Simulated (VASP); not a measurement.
Input of a VASP 6.6.1 run:

Contents of INCAR:

```
  PREC = Accurate
  ENCUT = 520
  EDIFF = 1E-6
  ISMEAR = -1
  SIGMA = 0.02
  LREAL = False
  LASPH = True
  NELM = 80
  ALGO = Normal
  ISIF = 2
  LWAVE = False
  LCHARG = True
  GGA = PE
  LELF = True
  LVHAR = True
  NBANDS = 16
```

File KPOINTS:

```
Automatic mesh
0
Gamma
  8 8 8
```

Contents of POSCAR:

```
ZnSe
1.0
    0.0000000000      2.7474480639      2.7474480639
    2.7474480639      0.0000000000      2.7474480639
    2.7474480639      2.7474480639      0.0000000000
Zn Se
1 1
Direct
    0.0000000000      0.0000000000      0.0000000000
    0.2500000000      0.2500000000      0.2500000000
```

Potentials or basis: VASP PAW PBE potentials, release 64 (Zn, Se).

Run with:

```console
$ cat potpaw_PBE.64/Zn/POTCAR potpaw_PBE.64/Se/POTCAR > POTCAR
$ mpirun -np 1 vasp_std > vasp.out
```

(1) Predict the pressure.

(2) Predict the band gap on the k mesh.

Results:

(1) 10.0 GPa.

(2) 1.68 eV, direct.

Caveat: the cell differs from its parent crystal (strain -3.0%).
